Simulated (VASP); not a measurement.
# TbGa2O3 (P4/mmm) in VASP: a series of runs

TbGa2O3 is run at these levels: PBE; tasks: single point, relaxation of cell and atoms.

Program: VASP 6.6.1. These are calculated values, not measurements. Logs are shortened: lines on timing, memory, paths and dates and some standing lists are left out, and cuts for length are marked.

## 1. The cell of the first run

It takes space group P4/mmm (No. 123, tetragonal). Conventional cell: a = 5.778 Å, b = 5.778 Å, c = 3.704 Å, α = 90.00°, β = 90.00°, γ = 90.00°. Tb (site symmetry 4/mmm) has 4 Ga at 2.89 Å and 8 O at 3.43 Å and 2 Tb at 3.70 Å within 3.8 Å. Ga (site symmetry mmm) has 2 O at 1.85 Å within 2.5 Å. Within 2.5 Å of O (site symmetry mmm) lie 2 Ga at 1.85 Å. O (site symmetry 4/mmm) has 6 O at 2.89 to 3.70 Å and 8 Ga at 3.43 Å within 3.8 Å.

The cell was built from a structure type or drawn by symmetry, and may not be a known phase.

## 2. Single point, PBE

INCAR reads:

```
PREC     = Accurate       # precision mode
ENCUT    = 600            # plane-wave cutoff, eV
EDIFF    = 1E-6           # SCF threshold, eV
ISMEAR   = 0              # smearing method
SIGMA    = 0.2            # smearing width, eV
LREAL    = False          # projectors in reciprocal space
LASPH    = True           # aspherical terms in the spheres
NELM     = 200            # most SCF steps
ALGO     = Normal         # electronic algorithm
ISIF     = 2              # what is computed and relaxed
LWAVE    = False          # write WAVECAR
LCHARG   = False          # write CHGCAR
GGA      = PE             # functional
NBANDS   = 36             # bands
GGA_COMPAT= False        
LMAXMIX  = 6              # l up to which the mixer works
```

KPOINTS reads:

```
Automatic mesh
0
Gamma
  4 4 4
```

POSCAR reads:

```
TbGa2O3
1.0
    5.7779074890      0.0000000000      0.0000000000
    0.0000000000      5.7779074890      0.0000000000
    0.0000000000      0.0000000000      3.7035425190
Tb Ga O
1 2 3
Direct
    0.0000000000      0.0000000000      0.5000000000
    0.0000000000      0.5000000000      0.5000000000
    0.5000000000      0.0000000000      0.5000000000
    0.0000000000      0.5000000000      0.0000000000
    0.5000000000      0.0000000000      0.0000000000
    0.5000000000      0.5000000000      0.0000000000
```

Potentials or basis: VASP PAW PBE potentials, release 64 (Tb_3, Ga_d, O), 4f in core.

Launch:

```
$ cat potpaw_PBE.64/Tb_3/POTCAR potpaw_PBE.64/Ga_d/POTCAR potpaw_PBE.64/O/POTCAR > POTCAR
$ mpirun -np 1 vasp_std > vasp.out
```

OUTCAR:

```text
PREC = Accurate
   ENCUT = 600
   EDIFF = 1E-6
   ISMEAR = 0
   LREAL = False
   LASPH = True
   NELM = 200
   ISIF = 2
   GGA = PE

 ion  position               nearest neighbor table
   1  0.000  0.000  0.500-   2 2.89   3 2.89   2 2.89   3 2.89
   2  0.000  0.500  0.500-   4 1.85   4 1.85   1 2.89   1 2.89
   3  0.500  0.000  0.500-   5 1.85   5 1.85   1 2.89   1 2.89
   4  0.000  0.500  0.000-   2 1.85   2 1.85
   5  0.500  0.000  0.000-   3 1.85   3 1.85
   6  0.500  0.500  0.000-

  LATTYP: Found a simple tetragonal cell.
 ALAT       =     5.7779074890
 C/A-ratio  =     0.6409833536

  Lattice vectors:

 A1 = (   5.7779074890,   0.0000000000,   0.0000000000)
 A2 = (   0.0000000000,   5.7779074890,   0.0000000000)
 A3 = (   0.0000000000,   0.0000000000,   3.7035425190)

Analysis of symmetry for initial positions (statically):
=====================================================================
 Subroutine PRICEL returns:
 Original cell was already a primitive cell.

 Routine SETGRP: Setting up the symmetry group for a
 simple tetragonal supercell.

 Subroutine GETGRP returns: Found 16 space group operations
 (whereof 16 operations were pure point group operations)
 out of a pool of 16 trial point group operations.

The static configuration has the point symmetry D_4h.

Analysis of symmetry for dynamics (positions and initial velocities):
=====================================================================
 Subroutine PRICEL returns:
 Original cell was already a primitive cell.

 Routine SETGRP: Setting up the symmetry group for a
 simple tetragonal supercell.

 Subroutine GETGRP returns: Found 16 space group operations
 (whereof 16 operations were pure point group operations)
 out of a pool of 16 trial point group operations.

The dynamic configuration has the point symmetry D_4h.

 Subroutine INISYM returns: Found 16 space group operations
 (whereof 16 operations are pure point group operations),
 and found     1 'primitive' translations

----------------------------------------------------------------------------------------

                                     Primitive cell

  volume of cell :     123.6399

  direct lattice vectors                    reciprocal lattice vectors
     5.777907489  0.000000000  0.000000000     0.173073038  0.000000000  0.000000000
     0.000000000  5.777907489  0.000000000     0.000000000  0.173073038  0.000000000
     0.000000000  0.000000000  3.703542519     0.000000000  0.000000000  0.270011751

  length of vectors
     5.777907489  5.777907489  3.703542519     0.173073038  0.173073038  0.270011751

  position of ions in fractional coordinates (direct lattice)
     0.000000000  0.000000000  0.500000000
     0.000000000  0.500000000  0.500000000
     0.500000000  0.000000000  0.500000000
     0.000000000  0.500000000  0.000000000
     0.500000000  0.000000000  0.000000000
     0.500000000  0.500000000  0.000000000

  ion indices of the primitive-cell ions
   primitive index   ion index
                 1           1
                 2           2
                 3           3
                 4           4
                 5           5
                 6           6

----------------------------------------------------------------------------------------

 KPOINTS: Automatic mesh

Automatic generation of k-mesh.
 Grid dimensions read from file:
 generate k-points for:    4    4    4

 Generating k-lattice:

  Cartesian coordinates                     Fractional coordinates (reciprocal lattice)
     0.043268259  0.000000000  0.000000000     0.250000000  0.000000000  0.000000000
     0.000000000  0.043268259  0.000000000     0.000000000  0.250000000  0.000000000
     0.000000000  0.000000000  0.067502938     0.000000000  0.000000000  0.250000000

  Length of vectors
     0.043268259  0.043268259  0.067502938

  Shift w.r.t. Gamma in fractional coordinates (k-lattice)
     0.000000000  0.000000000  0.000000000

 Subroutine IBZKPT returns following result:
 ===========================================

 Found     18 irreducible k-points:

 Following reciprocal coordinates:
            Coordinates               Weight
  0.000000  0.000000  0.000000      1.000000
  0.250000  0.000000  0.000000      4.000000
  0.500000  0.000000  0.000000      2.000000
  0.250000  0.250000  0.000000      4.000000
  0.500000  0.250000  0.000000      4.000000
  0.500000  0.500000  0.000000      1.000000
[... 10 lines left out ...]
  0.500000  0.250000  0.500000      4.000000
  0.500000  0.500000  0.500000      1.000000
   k-points           NKPTS =     18   k-points in BZ     NKDIM =     18   number of bands    NBANDS=     36
   number of dos      NEDOS =    301   number of ions     NIONS =      6
   total plane-waves  NPLWV =  69120
   dimension x,y,z NGX =    48 NGY =   48 NGZ =   30
   dimension x,y,z NGXF=    96 NGYF=   96 NGZF=   60
   ions per type =               1   2   3
   NGX,Y,Z   is equivalent  to a cutoff of  13.81, 13.81, 13.47 a.u.
   NGXF,Y,Z  is equivalent  to a cutoff of  27.62, 27.62, 26.93 a.u.
 SYSTEM =  unknown system
   PREC   = accura    normal or accurate (medium, high low for compatibility)
   ISTART =      0    job   : 0-new  1-cont  2-samecut
   ICHARG =      2    charge: 1-file 2-atom 10-const
   ISPIN  =      1    spin polarized calculation?
   LNONCOLLINEAR =      F non collinear calculations
   LSORBIT =      F    spin-orbit coupling
   LASPH  =      T    aspherical Exc in radial PAW
   ENCUT  =  600.0 eV  44.10 Ry    6.64 a.u.  11.54 11.54  7.40*2*pi/ulx,y,z
   NELM   =    200;   NELMIN=  2; NELMDL= -5     # of ELM steps
   EDIFF  = 0.1E-05   stopping-criterion for ELM
   LREAL  =      F    real-space projection
   EDIFFG = 0.1E-04   stopping-criterion for IOM
   NSW    =      0    number of steps for IOM
   IBRION =     -1    ionic relax: 0-MD 1-quasi-New 2-CG
   NFREE  =      0    steps in history (QN), initial steepest desc. (CG)
   ISIF   =      2    stress and relaxation
   ISYM   =      2    0-nonsym 1-usesym 2-fastsym
   POTIM  = 0.5000    time-step for ionic-motion
   TEBEG  =    0.0;   TEEND  =   0.0 temperature during run
   PSTRESS=    0.0 pullay stress
   NELECT =      53.0000    total number of electrons
   NUPDOWN=      -1.0000    fix difference up-down
   EMIN   =  10.00;   EMAX   =-10.00  energy-range for DOS
   EFERMI =   0.00;   METHOD = LEGACY
   ISMEAR =     0;   SIGMA  =   0.20  broadening in eV -4-tet -1-fermi 0-gaus
   EFERMI_NEDOS =   21; number of points for ismear=-14 and -15
   IALGO  =     38    algorithm
   IMIX   =      4    mixing-type and parameters
     AMIX     =   0.40;   BMIX     =  1.00
     AMIX_MAG =   1.60;   BMIX_MAG =  1.00
  volume/ion in A,a.u.               =      20.61       139.06
  Fermi-wavevector in a.u.,A,eV,Ry     =   1.234375  2.332631 20.730963  1.523683
  Thomas-Fermi vector in A             =   2.369068
   LORBIT       =      0    0 simple, 1 ext, 2 COOP (PROOUT), +10 PAW based schemes
   GGA     = PE    functional components
   LHFCALC =     F    Hartree Fock is set to
   AEXX    =    0.0000 exact exchange contribution
   IVDW    =     0    specifies the selected vdW correction
   LEPSILON=     F    determine dielectric tensor
   LRPA    =     F    only Hartree local field effects (RPA)
 non-spin polarized calculation
 Gauss-broadening in eV      SIGMA  =   0.20
  energy-cutoff  :      600.00
  volume of cell :      123.64
 maximum number of plane-waves:      4152
 NGX is ok and might be reduce to    48
   NGX = 23   NGY = 23   NGZ = 15

 number of electron      52.9999995 magnetization

 Free energy of the ion-electron system (eV)
  ---------------------------------------------------
  ext. energy  EPLUGINS =         0.00000000
  ---------------------------------------------------
  free energy    TOTEN  =       -24.12151756 eV

  energy without entropy =      -23.93953437  energy(sigma->0) =      -24.03052597

 E-fermi :   1.6049     XC(G=0):  -9.0462

 val. band max:        1.5932337066   @ k =   0.5000   0.0000   0.2500
 cond. band min:       1.6075476828   @ k =   0.5000   0.2500   0.2500
 fundamental gap:      0.0143139761
 Fermi energy:         1.6049183677

 k-point     1 :       0.0000    0.0000    0.0000
  band No.  band energies     occupation
      1     -21.9112      2.00000
      2     -21.9112      2.00000
      3     -21.7974      2.00000
      4     -17.5873      2.00000
      5     -17.5415      2.00000
      6     -13.4941      2.00000
[... 28 lines left out ...]
     35       6.8340      0.00000
     36       7.0673      0.00000

 k-point     2 :       0.2500    0.0000    0.0000
  band No.  band energies     occupation
      1     -21.9201      2.00000
      2     -21.9113      2.00000
      3     -21.7975      2.00000
      4     -17.5763      2.00000
      5     -17.5435      2.00000
      6     -13.4944      2.00000
[... 28 lines left out ...]
     35       6.6714      0.00000
     36       7.3641      0.00000

 k-point     3 :       0.5000    0.0000    0.0000
  band No.  band energies     occupation
      1     -21.9289      2.00000
      2     -21.9114      2.00000
      3     -21.7976      2.00000
      4     -17.5608      2.00000
      5     -17.5501      2.00000
      6     -13.4947      2.00000
[... 28 lines left out ...]
     35       6.6559      0.00000
     36       7.7841      0.00000
[... 508 lines left out ...]
 k-point    17 :       0.5000    0.2500    0.5000
  band No.  band energies     occupation
      1     -22.0465      2.00000
      2     -21.8989      2.00000
      3     -21.8924      2.00000
      4     -16.7737      2.00000
      5     -16.7679      2.00000
      6     -13.4476      2.00000
[... 28 lines left out ...]
     35       6.7567      0.00000
     36       6.9496      0.00000

 k-point    18 :       0.5000    0.5000    0.5000
  band No.  band energies     occupation
      1     -22.0460      2.00000
      2     -21.8990      2.00000
      3     -21.8990      2.00000
      4     -16.7710      2.00000
      5     -16.7710      2.00000
      6     -13.4612      2.00000
[... 28 lines left out ...]
     35       6.9428      0.00000
     36       6.9678      0.00000

------------------------ aborting loop because EDIFF is reached ----------------------------------------

  FORCE on cell =-STRESS in cart. coord.  units (eV):
  Direction    XX          YY          ZZ          XY          YZ          ZX
  --------------------------------------------------------------------------------------
  -------------------------------------------------------------------------------------
  Total        0.4137053      0.4137053      0.5703950      0.0000000      0.0000000     -0.0000000
  in kB        5.3609671      5.3609671      7.3914184      0.0000000      0.0000000     -0.0000000
  external PRESSURE =       6.0377842 kB  Pullay stress =       0.0000000 kB

 VOLUME and BASIS-vectors are now :
 -----------------------------------------------------------------------------
  energy-cutoff  :      600.00
  volume of cell :      123.64
      direct lattice vectors                 reciprocal lattice vectors
     5.777907489  0.000000000  0.000000000     0.173073038  0.000000000  0.000000000
     0.000000000  5.777907489  0.000000000     0.000000000  0.173073038  0.000000000
     0.000000000  0.000000000  3.703542519     0.000000000  0.000000000  0.270011751

 POSITION                                       TOTAL-FORCE (eV/Angst)
 -----------------------------------------------------------------------------------
      0.00000      0.00000      1.85177         0.000000      0.000000      0.000000
      0.00000      2.88895      1.85177         0.000000      0.000000      0.000000
      2.88895      0.00000      1.85177         0.000000      0.000000      0.000000
      0.00000      2.88895      0.00000         0.000000      0.000000      0.000000
      2.88895      0.00000      0.00000         0.000000      0.000000      0.000000
      2.88895      2.88895      0.00000         0.000000      0.000000      0.000000
 -----------------------------------------------------------------------------------
    total drift:                                0.000000      0.000000     -0.000000

  FREE ENERGIE OF THE ION-ELECTRON SYSTEM (eV)
  ---------------------------------------------------
  free  energy   TOTEN  =       -24.1215175618 eV

  energy  without entropy=      -23.9395343745  energy(sigma->0) =      -24.03052597
```

Run time: 55 s. Hardware: 1 thread of Intel Xeon 6975P-C (Granite Rapids), shared host; peak memory 0.31 GiB.

Results:

| Item | Value |
| --- | --- |
| Free energy | -24.1215 eV |
| Pressure | 0.6 GPa |
| Band gap on the k mesh | zero (an odd number of electrons rules out a gap without spin polarisation) |

Stress tensor (GPa, compression positive):
```
0.54 0.00 0.00
0.00 0.54 0.00
0.00 0.00 0.74
```

Levels at points of the mesh, in eV from the Fermi level:
| k point | band 23 | band 24 | band 25 | band 26 | band 27 | band 28 | band 29 | band 30 | band 31 | band 32 |
| --- | --- | --- | --- | --- | --- | --- | --- | --- | --- | --- |
| (0.00, 0.00, 0.00) | -3.41 | -2.65 | -0.79 | -0.08 | -0.03 | -0.03 | 1.24 | 2.83 | 2.83 | 2.92 |
| (0.50, 0.00, 0.00) | -3.20 | -2.12 | -0.52 | -0.35 | -0.09 | -0.07 | 0.61 | 1.25 | 2.93 | 3.02 |
| (0.50, 0.50, 0.00) | -2.42 | -2.42 | -0.33 | -0.22 | -0.22 | -0.10 | 0.38 | 0.79 | 0.91 | 3.10 |
| (0.00, 0.00, 0.50) | -0.86 | 0.07 | 0.07 | 0.64 | 1.10 | 1.20 | 1.20 | 1.74 | 1.88 | 1.88 |
| (0.50, 0.00, 0.50) | -1.17 | -1.05 | -0.41 | 0.05 | 0.73 | 0.85 | 0.90 | 1.74 | 1.82 | 2.17 |
| (0.50, 0.50, 0.50) | -1.61 | -1.51 | -0.59 | -0.51 | -0.51 | 0.85 | 0.93 | 0.93 | 2.32 | 2.32 |

Caveat: the k points lie up to 0.42 Å⁻¹ apart, too coarse for converged energies and pressures of a metal; spin-orbit coupling is left out, which moves the levels of the heavy elements; the 4f electrons are frozen in the core, so they carry no moment and show no levels; an odd number of electrons without spin polarisation forces a metal; a magnetic or distorted state may lie lower; the run has no spin polarisation, though such a crystal can be magnetic. With open d or f shells a metallic result of PBE can be an artefact of self-interaction; +U or a hybrid may open a gap.

## 3. Relaxation of cell and atoms, PBE

This run uses another cell than the first one, of 14.82 Å³/atom.

INCAR reads:

```
SYSTEM = TbGa2O3
  PREC = Accurate
  ENCUT = 600
  EDIFF = 1E-7
  ISMEAR = 0
  SIGMA = 0.2
  LREAL = .False.
  LASPH = .True.
  NELM = 200
  ALGO = Normal
  ISIF = 3
  LWAVE = .False.
  LCHARG = .False.
  GGA = PE
  IBRION = 2
  NSW = 36
  EDIFFG = -0.08
  GGA_COMPAT = .False.
  NELMIN = 4
  LMAXMIX = 6
```

KPOINTS reads:

```
Automatic mesh
0
Gamma
  4 4 3
  0 0 0
```

POSCAR reads:

```
TbGa2O3
1.0
    3.7615570500      0.0000000000      0.0000000000
    0.0000000000      3.7615570500      0.0000000000
    0.0000000000      0.0000000000      6.2864702000
Tb Ga O
1 2 3
Direct
    0.5000000000      0.5000000000      0.5000000000
    0.5000000000      0.5000000000      0.0000000000
    0.0000000000      0.0000000000      0.0000000000
    0.0000000000      0.0000000000      0.5000000000
    0.5000000000      0.0000000000      0.0000000000
    0.0000000000      0.5000000000      0.0000000000
```

Potentials or basis: VASP PAW PBE potentials, release 64 (Tb_3, Ga_d, O), 4f in core.

Launch:

```
$ cat potpaw_PBE.64/Tb_3/POTCAR potpaw_PBE.64/Ga_d/POTCAR potpaw_PBE.64/O/POTCAR > POTCAR
$ mpirun -np 1 vasp_std > vasp.out
```

Wall time 3.6 min (1 thread of Intel Xeon 6975P-C (Granite Rapids), shared host); peak memory 0.23 GiB.

It converged, with:

| Item | Value |
| --- | --- |
| Free energy | -31.1469 eV |
| Relaxed volume | 15.96 Å³/atom |
| Relaxed cell | a = 4.054 Å, b = 4.054 Å, c = 5.827 Å, α = 90.00°, β = 90.00°, γ = 90.00° |
| Space group after relaxing (to 0.1 Å) | P4/mmm (No. 123) |
| Energy gained by relaxing | 187.1 meV/atom |
| Ionic steps | 10 |
| Pressure after relaxing | 0.0 GPa |
| Band gap on the k mesh | zero (an odd number of electrons rules out a gap without spin polarisation) |

The path:
```tsv
step	energy change (eV)	largest force (eV/Å)	pressure (GPa)	volume (Å³)
1	0.0000	0.0000	19.60	88.95
2	-0.4923	0.0000	-10.38	113.83
3	-1.0247	0.0000	-1.40	102.00
4	-1.0248	0.0000	-1.11	101.73
5	-1.0596	0.0000	-0.87	100.29
6	-1.1168	0.0000	0.11	96.58
7	-1.1206	0.0000	0.78	94.84
8	-1.1214	0.0000	0.58	95.35
9	-1.1206	0.0000	-0.72	96.32
10	-1.1228	0.0000	0.00	95.77
```

Final structure:
```yaml
crystal:
  lattice:
    - [4.05389, 0.00000, 0.00000]
    - [0.00000, 4.05389, 0.00000]
    - [0.00000, 0.00000, 5.82736]
  atoms:
    - { symbol: Tb, position: [0.50000, 0.50000, 0.50000] }
    - { symbol: Ga, position: [0.50000, 0.50000, 0.00000] }
    - { symbol: Ga, position: [0.00000, 0.00000, 0.00000] }
    - { symbol: O, position: [0.00000, 0.00000, 0.50000] }
    - { symbol: O, position: [0.50000, 0.00000, 0.00000] }
    - { symbol: O, position: [0.00000, 0.50000, 0.00000] }
```

Levels at points of the mesh, in eV from the Fermi level:
| k point | band 22 | band 23 | band 24 | band 25 | band 26 | band 27 | band 28 | band 29 | band 30 | band 31 |
| --- | --- | --- | --- | --- | --- | --- | --- | --- | --- | --- |
| (0.00, 0.00, 0.00) | -4.39 | -4.31 | -2.97 | -2.97 | -2.82 | -2.33 | -0.20 | 0.40 | 1.52 | 1.52 |
| (0.50, 0.00, 0.00) | -5.28 | -4.38 | -3.62 | -2.96 | -0.88 | 0.75 | 1.64 | 1.68 | 1.78 | 1.79 |
| (0.50, 0.50, 0.00) | -4.02 | -3.47 | -3.47 | -3.36 | 0.13 | 0.62 | 1.20 | 1.20 | 1.72 | 2.95 |

Caveat: the k points lie up to 0.39 Å⁻¹ apart in the final cell, too coarse for converged energies and pressures of a metal; spin-orbit coupling is left out, which moves the levels of the heavy elements; the 4f electrons are frozen in the core, so they carry no moment and show no levels; an odd number of electrons without spin polarisation forces a metal; a magnetic or distorted state may lie lower; the run has no spin polarisation, though such a crystal can be magnetic. With open d or f shells a metallic result of PBE can be an artefact of self-interaction; +U or a hybrid may open a gap.
